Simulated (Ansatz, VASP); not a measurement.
NaF in VASP and in Ansatz

```
CELL_PARAMETERS angstrom
0.00000 2.32330 2.32330
2.32330 0.00000 2.32330
2.32330 2.32330 0.00000
ATOMIC_POSITIONS crystal
Na 0.00000 0.00000 0.00000
F 0.51076 0.51076 0.48924
```

Change from the starting cell: all F atoms moved +0.050 Å, as atom 2 along Cartesian [0 0 1].

Alike in both runs: task single point; functional PBE; k mesh 8 × 8 × 8; occupations gaussian, width 0.05 eV; no spin polarisation.

|  | VASP | Ansatz |
| --- | --- | --- |
| version | VASP 6.6.1 | Ansatz 0.2.0 |
| potentials or method | VASP PAW PBE potentials, release 64 (Na_pv, F), cutoff 520 eV | scalar-relativistic, plane waves, PAW |
| valence electrons in the cell | 14 | 16 |

|  | VASP | Ansatz | Ansatz less VASP |
| --- | --- | --- | --- |
| gap on the k mesh at the Fermi level (eV) | 6.26 | 6.27 | +0.016 |
| least direct gap on the mesh (eV) | 6.26 | 6.27 | +0.016 |
| pressure (GPa) | 1.7 | 1.8 | +0.12 |
| traceless stress, the component that is largest in VASP (GPa) | 0.19 | 0.18 | -0.007 |
| rms of the force components (eV/Å) | 0.069 | 0.066 | -0.0021 |

Atom by atom the forces differ by 0.002 eV/Å (rms over components). VASP's potentials hold 14 valence electrons a cell and Ansatz's 16, so a difference there can come from the potentials and not from the codes.
